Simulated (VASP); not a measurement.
# TePb in VASP: further runs

The runs below take TePb through single point, with PBEsol.

All numbers are computed with VASP 6.6.1; they aren't measurements. Logs are shortened: lines on timing, memory, paths and dates and some standing lists are left out, and cuts for length are marked.

## Step 1: The cell of the first run

The cell holds a slab with vacuum, 8 atoms: a = 4.556 Å, b = 4.556 Å, c = 24.665 Å, α = 90.00°, β = 90.00°, γ = 90.00°.

## Step 2: Single point, PBEsol

File INCAR:

```
SYSTEM = TePb
ALGO     = Normal         ! electronic algorithm
DIPOL    = 0.5 0.5 0.500
EDIFF    = 1E-7           ! SCF threshold, eV
ENCUT    = 520            ! plane-wave cutoff, eV
GGA      = PS             ! functional
IDIPOL   = 3            
ISIF     = 2              ! what is computed and relaxed
ISMEAR   = 0              ! smearing method
LASPH    = .True.         ! aspherical terms in the spheres
LCHARG   = .True.         ! write CHGCAR
LDIPOL   = .True.       
LELF     = .True.         ! ELF
LREAL    = .False.        ! projectors in reciprocal space
LVACPOTAV= .True.       
LVHAR    = .True.       
LWAVE    = .False.        ! write WAVECAR
NBANDS   = 50             ! bands
NELM     = 80             ! most SCF steps
PREC     = Accurate       ! precision mode
SIGMA    = 0.05           ! smearing width, eV
```

File KPOINTS:

```
k-points
0
Gamma
  6 6 1
  0 0 0
```

File POSCAR:

```
TePb
1.0
    4.5559342579      0.0000000000      0.0000000000
    0.0000000000      4.5559342579      0.0000000000
    0.0000000000      0.0000000000     24.6645960252
Te Pb
4 4
Direct
    0.0000000000      0.0000000000      0.3040795800
    0.5000000000      0.5000000000      0.4346931933
    0.0000000000      0.0000000000      0.5653068067
    0.5000000000      0.5000000000      0.6959204200
    0.5000000000      0.5000000000      0.3040795800
    0.0000000000      0.0000000000      0.4346931933
    0.5000000000      0.5000000000      0.5653068067
    0.0000000000      0.0000000000      0.6959204200
```

Potentials or basis: VASP PAW PBE potentials, release 64 (Te, Pb_d).

The run is started by

```bash
> cat potpaw_PBE.64/Te/POTCAR potpaw_PBE.64/Pb_d/POTCAR > POTCAR
> mpirun -np 1 vasp_std > vasp.out
```

OUTCAR:

```text
SYSTEM = TePb
   EDIFF = 1E-7
   ENCUT = 520
   GGA = PS
   ISIF = 2
   ISMEAR = 0
   LASPH = .True.
   LREAL = .False.
   NELM = 80
   PREC = Accurate

 ion  position               nearest neighbor table
   1  0.000  0.000  0.304-   6 3.22   5 3.22   5 3.22   5 3.22   5 3.22
   2  0.500  0.500  0.435-   5 3.22   6 3.22   6 3.22   6 3.22   6 3.22   7 3.22
   3  0.000  0.000  0.565-   8 3.22   7 3.22   7 3.22   7 3.22   7 3.22   6 3.22
   4  0.500  0.500  0.696-   7 3.22   8 3.22   8 3.22   8 3.22   8 3.22
   5  0.500  0.500  0.304-   2 3.22   1 3.22   1 3.22   1 3.22   1 3.22
   6  0.000  0.000  0.435-   1 3.22   2 3.22   2 3.22   2 3.22   2 3.22   3 3.22
   7  0.500  0.500  0.565-   4 3.22   3 3.22   3 3.22   3 3.22   3 3.22   2 3.22
   8  0.000  0.000  0.696-   3 3.22   4 3.22   4 3.22   4 3.22   4 3.22

  LATTYP: Found a simple tetragonal cell.
 ALAT       =     4.5559342579
 C/A-ratio  =     5.4137295731

  Lattice vectors:

 A1 = (   4.5559342579,   0.0000000000,   0.0000000000)
 A2 = (   0.0000000000,   4.5559342579,   0.0000000000)
 A3 = (   0.0000000000,   0.0000000000,  24.6645960252)

Analysis of symmetry for initial positions (statically):
=====================================================================
 Subroutine PRICEL returns:
 Original cell was already a primitive cell.

 Routine SETGRP: Setting up the symmetry group for a
 simple tetragonal supercell.

 Subroutine GETGRP returns: Found 16 space group operations
 (whereof  8 operations were pure point group operations)
 out of a pool of 16 trial point group operations.

The static configuration has the point symmetry C_4v.
 The point group associated with its full space group is D_4h.

Analysis of symmetry for dynamics (positions and initial velocities):
=====================================================================
 Subroutine PRICEL returns:
 Original cell was already a primitive cell.

 Routine SETGRP: Setting up the symmetry group for a
 simple tetragonal supercell.

 Subroutine GETGRP returns: Found 16 space group operations
 (whereof  8 operations were pure point group operations)
 out of a pool of 16 trial point group operations.

The dynamic configuration has the point symmetry C_4v.
 The point group associated with its full space group is D_4h.

 Subroutine INISYM returns: Found 16 space group operations
 (whereof  8 operations are pure point group operations),
 and found     1 'primitive' translations

[... 102 lines left out ...]
   NELECT =      80.0000    total number of electrons
   NUPDOWN=      -1.0000    fix difference up-down
   EMIN   =  10.00;   EMAX   =-10.00  energy-range for DOS
   EFERMI =   0.00;   METHOD = LEGACY
   ISMEAR =     0;   SIGMA  =   0.05  broadening in eV -4-tet -1-fermi 0-gaus
   EFERMI_NEDOS =   21; number of points for ismear=-14 and -15
   IALGO  =     38    algorithm
   IMIX   =      4    mixing-type and parameters
     AMIX     =   0.40;   BMIX     =  1.00
     AMIX_MAG =   1.60;   BMIX_MAG =  1.00
  volume/ion in A,a.u.               =      63.99       431.85
  Fermi-wavevector in a.u.,A,eV,Ry     =   0.881783  1.666329 10.579098  0.777542
  Thomas-Fermi vector in A             =   2.002326
   LORBIT       =      0    0 simple, 1 ext, 2 COOP (PROOUT), +10 PAW based schemes
   GGA     = PS    functional components
   LHFCALC =     F    Hartree Fock is set to
   AEXX    =    0.0000 exact exchange contribution
   IVDW    =     0    specifies the selected vdW correction
   LEPSILON=     F    determine dielectric tensor
   LRPA    =     F    only Hartree local field effects (RPA)
 non-spin polarized calculation
 Gauss-broadening in eV      SIGMA  =   0.05
  energy-cutoff  :      520.00
  volume of cell :      511.95
 maximum number of plane-waves:     13831
 NGX is ok and might be reduce to    36
   NGX = 17   NGY = 17   NGZ = 91

 dipolmoment           0.000000      0.000000     -0.000000 electrons x Angstroem

 number of electron      80.0000015 magnetization

 dipolmoment           0.000000      0.000000      0.000000 electrons x Angstroem

 Free energy of the ion-electron system (eV)
  ---------------------------------------------------
  ext. energy  EPLUGINS =         0.00000000
  ---------------------------------------------------
  free energy    TOTEN  =       -32.29416398 eV

  energy without entropy =      -32.29416398  energy(sigma->0) =      -32.29416398

 E-fermi :   0.9252     XC(G=0):  -5.4469

 val. band max:        0.6582303437   @ k =   0.5000   0.0000   0.0000
 cond. band min:       1.7570557852   @ k =   0.3333   0.0000   0.0000
 fundamental gap:      1.0988254415
 Fermi energy:         0.9251521640

 k-point     1 :       0.0000    0.0000    0.0000
  band No.  band energies     occupation
      1     -16.0210      2.00000
      2     -16.0201      2.00000
      3     -15.9563      2.00000
      4     -15.9563      2.00000
      5     -15.9563      2.00000
      6     -15.9563      2.00000
[... 519 lines left out ...]
     49       6.2601      0.00000
     50       6.2601      0.00000

------------------------ aborting loop because EDIFF is reached ----------------------------------------

  FORCE on cell =-STRESS in cart. coord.  units (eV):
  Direction    XX          YY          ZZ          XY          YZ          ZX
  --------------------------------------------------------------------------------------
  -------------------------------------------------------------------------------------
  Total       -0.9192556     -0.9192556     -3.1559582      0.0000000      0.0000000      0.0000000
  in kB       -2.8768551     -2.8768551     -9.8767242      0.0000000      0.0000000      0.0000000
  external PRESSURE =      -5.2101448 kB  Pullay stress =       0.0000000 kB

 VOLUME and BASIS-vectors are now :
 -----------------------------------------------------------------------------
  energy-cutoff  :      520.00
  volume of cell :      511.95
      direct lattice vectors                 reciprocal lattice vectors
     4.555934258  0.000000000  0.000000000     0.219493949  0.000000000  0.000000000
     0.000000000  4.555934258  0.000000000     0.000000000  0.219493949  0.000000000
     0.000000000  0.000000000 24.664596025     0.000000000  0.000000000  0.040543944

 POSITION                                       TOTAL-FORCE (eV/Angst)
 -----------------------------------------------------------------------------------
      0.00000      0.00000      7.50000        -0.000000      0.000000      0.088508
      2.27797      2.27797     10.72153        -0.000000      0.000000     -0.324172
      0.00000      0.00000     13.94306        -0.000000     -0.000000      0.324172
      2.27797      2.27797     17.16460         0.000000     -0.000000     -0.088508
      2.27797      2.27797      7.50000        -0.000000     -0.000000      0.457087
      0.00000      0.00000     10.72153        -0.000000      0.000000     -0.357590
      2.27797      2.27797     13.94306        -0.000000      0.000000      0.357590
      0.00000      0.00000     17.16460        -0.000000      0.000000     -0.457087
 -----------------------------------------------------------------------------------
    total drift:                                0.000000      0.000000      0.000000

  FREE ENERGIE OF THE ION-ELECTRON SYSTEM (eV)
  ---------------------------------------------------
  free  energy   TOTEN  =       -32.2941639806 eV

  energy  without entropy=      -32.2941639806  energy(sigma->0) =      -32.29416398

 vacuum level on the upper side and lower side of the slab         5.216         5.216
```

OSZICAR:

```text
N       E                     dE             d eps       ncg     rms          rms(c)
DAV:   1     0.787864823562E+03    0.78786E+03   -0.33103E+04  1048   0.137E+03
DAV:   2     0.591840075278E+02   -0.72868E+03   -0.70338E+03  1088   0.368E+02
DAV:   3    -0.280609694566E+02   -0.87245E+02   -0.85245E+02  1256   0.164E+02
DAV:   4    -0.327974412659E+02   -0.47365E+01   -0.47134E+01  1252   0.438E+01
[... 16 lines left out ...]
DAV:  21    -0.322941582460E+02   -0.88706E-05   -0.35280E-07   874   0.191E-03    0.143E-03
DAV:  22    -0.322941619356E+02   -0.36896E-05   -0.14376E-07   784   0.146E-03    0.142E-03
DAV:  23    -0.322941636867E+02   -0.17511E-05   -0.71566E-08   784   0.858E-04    0.452E-04
DAV:  24    -0.322941639285E+02   -0.24187E-06   -0.70680E-09   738   0.366E-04    0.399E-04
DAV:  25    -0.322941639806E+02   -0.52062E-07   -0.35265E-09   656   0.355E-04
   1 F= -.32294164E+02 E0= -.32294164E+02  d E =-.131594E-14
```

stdout:

```text
POSCAR found type information on POSCAR TePb
 POSCAR found :  2 types and       8 ions
 scaLAPACK will be used
 -----------------------------------------------------------------------------
[... 23 lines left out ...]
|     Did not find any points to average over, which means that no vacuum     |
|     field-free region was found. Please increase the size of  your cell     |
|     in the dimension of the dipole correction to obtain accurate            |
|     workfunction values.                                                    |
|                                                                             |
 -----------------------------------------------------------------------------
```

It took 9.5 min on 1 thread of Intel Xeon Platinum 8259CL at 2.50GHz (Skylake/Cascade Lake), shared host; peak memory 0.61 GiB.

What came out:

```yaml
Free_energy: -32.2942 eV
Largest_force: 0.457 eV/Å
Band_gap_on_the_k_mesh: 1.10 eV (least direct gap 1.12 eV)
```

Forces on the atoms (eV/Å):
```
Te   0.000  0.000  0.089
Te   0.000  0.000 -0.324
Te   0.000  0.000  0.324
Te   0.000  0.000 -0.089
Pb   0.000  0.000  0.457
Pb   0.000  0.000 -0.358
Pb   0.000  0.000  0.358
Pb   0.000  0.000 -0.457
```

Caveat: the PAW data sets were made with another functional, which shifts forces and pressure a little; spin-orbit coupling is left out, which moves the levels of the heavy elements.

## Step 3: Single point, PBEsol

File INCAR:

```
  PREC = Accurate
  ENCUT = 520
  EDIFF = 1E-6
  ISMEAR = 0
  SIGMA = 0.05
  LREAL = F
  LASPH = T
  NELM = 60
  ALGO = Normal
  ISIF = 2
  LWAVE = F
  LCHARG = F
  LDIPOL = T
  IDIPOL = 3
  DIPOL = 0.5 0.5 0.500
  GGA = PS
  NBANDS = 50
```

File KPOINTS:

```
regular mesh
0
Gamma
  6 6 1
```

File POSCAR:

```
TePb
1.0
    4.5559342579      0.0000000000      0.0000000000
    0.0000000000      4.5559342579      0.0000000000
    0.0000000000      0.0000000000     24.6645960252
Te Pb
4 4
Direct
    0.0000000000      0.0000000000      0.3017137269
    0.5000000000      0.5000000000      0.4358785422
    0.0000000000      0.0000000000      0.5641215056
    0.5000000000      0.5000000000      0.6982822257
    0.5000000000      0.5000000000      0.3127652991
    0.0000000000      0.0000000000      0.4265552454
    0.5000000000      0.5000000000      0.5734458378
    0.0000000000      0.0000000000      0.6872376173
```

Potentials or basis: VASP PAW PBE potentials, release 64 (Te, Pb_d).

The run is started by

```bash
> cat potpaw_PBE.64/Te/POTCAR potpaw_PBE.64/Pb_d/POTCAR > POTCAR
> mpirun -np 1 vasp_std > vasp.out
```

OUTCAR:

```text
PREC = Accurate
   ENCUT = 520
   EDIFF = 1E-6
   ISMEAR = 0
   LREAL = F
   LASPH = T
   NELM = 60
   ISIF = 2
   GGA = PS

 ion  position               nearest neighbor table
   1  0.000  0.000  0.302-   6 3.08   5 3.23   5 3.23   5 3.23   5 3.23
   2  0.500  0.500  0.436-   5 3.04   6 3.23   6 3.23   6 3.23   6 3.23   7 3.39
   3  0.000  0.000  0.564-   8 3.04   7 3.23   7 3.23   7 3.23   7 3.23   6 3.39
   4  0.500  0.500  0.698-   7 3.08   8 3.23   8 3.23   8 3.23   8 3.23
   5  0.500  0.500  0.313-   2 3.04   1 3.23   1 3.23   1 3.23   1 3.23
   6  0.000  0.000  0.427-   1 3.08   2 3.23   2 3.23   2 3.23   2 3.23   3 3.39
   7  0.500  0.500  0.573-   4 3.08   3 3.23   3 3.23   3 3.23   3 3.23   2 3.39
   8  0.000  0.000  0.687-   3 3.04   4 3.23   4 3.23   4 3.23   4 3.23

  LATTYP: Found a simple tetragonal cell.
 ALAT       =     4.5559342579
 C/A-ratio  =     5.4137295731

  Lattice vectors:

 A1 = (   4.5559342579,   0.0000000000,   0.0000000000)
 A2 = (   0.0000000000,   4.5559342579,   0.0000000000)
 A3 = (   0.0000000000,   0.0000000000,  24.6645960252)

Analysis of symmetry for initial positions (statically):
=====================================================================
 Subroutine PRICEL returns:
 Original cell was already a primitive cell.

 Routine SETGRP: Setting up the symmetry group for a
 simple tetragonal supercell.

 Subroutine GETGRP returns: Found 16 space group operations
 (whereof  8 operations were pure point group operations)
 out of a pool of 16 trial point group operations.

The static configuration has the point symmetry C_4v.
 The point group associated with its full space group is D_4h.

Analysis of symmetry for dynamics (positions and initial velocities):
=====================================================================
 Subroutine PRICEL returns:
 Original cell was already a primitive cell.

 Routine SETGRP: Setting up the symmetry group for a
 simple tetragonal supercell.

[... 131 lines left out ...]
   LEPSILON=     F    determine dielectric tensor
   LRPA    =     F    only Hartree local field effects (RPA)
 non-spin polarized calculation
 Gauss-broadening in eV      SIGMA  =   0.05
  energy-cutoff  :      520.00
  volume of cell :      511.95
 maximum number of plane-waves:     13831
 NGX is ok and might be reduce to    36
   NGX = 17   NGY = 17   NGZ = 91

 number of electron      80.0000015 magnetization

 dipolmoment           0.000000      0.000000     -0.000124 electrons x Angstroem

 Free energy of the ion-electron system (eV)
  ---------------------------------------------------
  ext. energy  EPLUGINS =         0.00000000
  ---------------------------------------------------
  free energy    TOTEN  =       -32.46878048 eV

  energy without entropy =      -32.46878048  energy(sigma->0) =      -32.46878048

 E-fermi :   0.7801     XC(G=0):  -5.4119

 val. band max:        0.5432295588   @ k =   0.5000   0.0000   0.0000
 cond. band min:       1.7549078460   @ k =   0.5000   0.0000   0.0000
 fundamental gap:      1.2116782872
 Fermi energy:         0.7800957889

 k-point     1 :       0.0000    0.0000    0.0000
  band No.  band energies     occupation
      1     -16.0130      2.00000
      2     -16.0085      2.00000
      3     -15.9355      2.00000
      4     -15.9355      2.00000
      5     -15.9336      2.00000
      6     -15.9336      2.00000
[... 519 lines left out ...]
     49       6.3539      0.00000
     50       6.3909      0.00000

------------------------ aborting loop because EDIFF is reached ----------------------------------------

 vacuum level on the upper side and lower side of the slab       (xc-potential included)        -0.150        -0.149

  FORCE on cell =-STRESS in cart. coord.  units (eV):
  Direction    XX          YY          ZZ          XY          YZ          ZX
  --------------------------------------------------------------------------------------
  -------------------------------------------------------------------------------------
  Total       -0.4238633     -0.4238633     -0.1530020      0.0000000      0.0000000      0.0000000
  in kB       -1.3265007     -1.3265007     -0.4788272      0.0000000      0.0000000      0.0000000
  external PRESSURE =      -1.0439428 kB  Pullay stress =       0.0000000 kB

 VOLUME and BASIS-vectors are now :
 -----------------------------------------------------------------------------
  energy-cutoff  :      520.00
  volume of cell :      511.95
      direct lattice vectors                 reciprocal lattice vectors
     4.555934258  0.000000000  0.000000000     0.219493949  0.000000000  0.000000000
     0.000000000  4.555934258  0.000000000     0.000000000  0.219493949  0.000000000
     0.000000000  0.000000000 24.664596025     0.000000000  0.000000000  0.040543944

 POSITION                                       TOTAL-FORCE (eV/Angst)
 -----------------------------------------------------------------------------------
      0.00000      0.00000      7.44165         0.000000     -0.000000      0.009832
      2.27797      2.27797     10.75077         0.000000      0.000000      0.016781
      0.00000      0.00000     13.91383         0.000000     -0.000000     -0.016781
      2.27797      2.27797     17.22285         0.000000      0.000000     -0.009832
      2.27797      2.27797      7.71423        -0.000000      0.000000     -0.005257
      0.00000      0.00000     10.52081         0.000000      0.000000     -0.005511
      2.27797      2.27797     14.14381         0.000000     -0.000000      0.005511
      0.00000      0.00000     16.95044         0.000000     -0.000000      0.005257
 -----------------------------------------------------------------------------------
    total drift:                                0.000000      0.000000     -0.063298

  FREE ENERGIE OF THE ION-ELECTRON SYSTEM (eV)
  ---------------------------------------------------
  free  energy   TOTEN  =       -32.4687804762 eV

  energy  without entropy=      -32.4687804762  energy(sigma->0) =      -32.46878048

 vacuum level on the upper side and lower side of the slab         5.201         5.201
```

Wall time 7.6 min (1 thread of Intel Xeon Platinum 8259CL at 2.50GHz (Skylake/Cascade Lake), shared host); peak memory 0.64 GiB.

What came out:

- Free energy: -32.4688 eV
- Largest force: 0.017 eV/Å
- Band gap on the k mesh: 1.21 eV

Forces in eV/Å, atoms in the order of the input:
```
Te   0.000  0.000  0.010
Te   0.000  0.000  0.017
Te   0.000  0.000 -0.017
Te   0.000  0.000 -0.010
Pb   0.000  0.000 -0.005
Pb   0.000  0.000 -0.006
Pb   0.000  0.000  0.006
Pb   0.000  0.000  0.005
```

Caveat: the PAW data sets were made with another functional, which shifts forces and pressure a little; spin-orbit coupling is left out, which moves the levels of the heavy elements.
